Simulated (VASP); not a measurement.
Runs of VASP 6.6.1 on CuO. The structure is that of space group P4_2/mmc (No. 131), or close to it. The cells are those of the table. 

```tsv
level	potentials or basis	U	cell	k mesh	gap on the mesh (eV)	pressure (GPa)
PBEsol+U	VASP PAW PBE potentials, release 64 (Cu, O)	Cu d U = 4.5 eV	a = 2.909, b = 2.909, c = 5.113 Å, angles 90.0, 90.0, 89.7°, 4 atoms	10 × 10 × 5	none	(a)
PBEsol	VASP PAW PBE potentials, release 64 (Cu, O)	-	a = 2.893, b = 2.893, c = 5.095 Å, angles 89.9, 89.9, 89.9°, 4 atoms	8 × 8 × 4	none	0.7
PBE+U	VASP PAW PBE potentials, release 64 (Cu, O)	Cu d U = 5.3 eV	a = 2.972, b = 2.972, c = 5.177 Å, angles 90.0, 90.0, 89.5°, 4 atoms	10 × 10 × 5	none	-4.5
PBE	VASP PAW PBE potentials, release 64 (Cu, O)	-	a = 2.947, b = 2.947, c = 5.154 Å, angles 90.0, 90.0, 89.9°, 4 atoms	8 × 8 × 4	none	0.7
PBE	VASP PAW PBE potentials, release 64 (Cu, O)	-	a = 2.950, b = 2.950, c = 5.149 Å, angles 90.0, 90.0, 89.9°, 4 atoms	10 × 10 × 5	none	0.7
LDA	VASP PAW LDA potentials, release 64 (Cu, O)	-	a = 2.853, b = 2.853, c = 5.048 Å, angles 90.0, 90.0, 89.9°, 4 atoms	8 × 8 × 4	none	0.8
```

Alike in all rows: task single point; no spin polarisation; cutoff (eV) 520; smearing fermi-dirac 0.05 eV.

Task: Fill in the values left out.

Result: (a) -4.6.

Caveats: semilocal functionals often make such compounds metallic where correlation or magnetic order opens a gap, which also shifts bond lengths (at least some runs); the cell stands under tension (at least some runs); the PAW data sets were made with another functional, which shifts forces and pressure a little (at least some runs); U without spin polarisation on a metal has little footing (at least some runs).

A gap of «none» marks levels without a gap at the run's occupations.
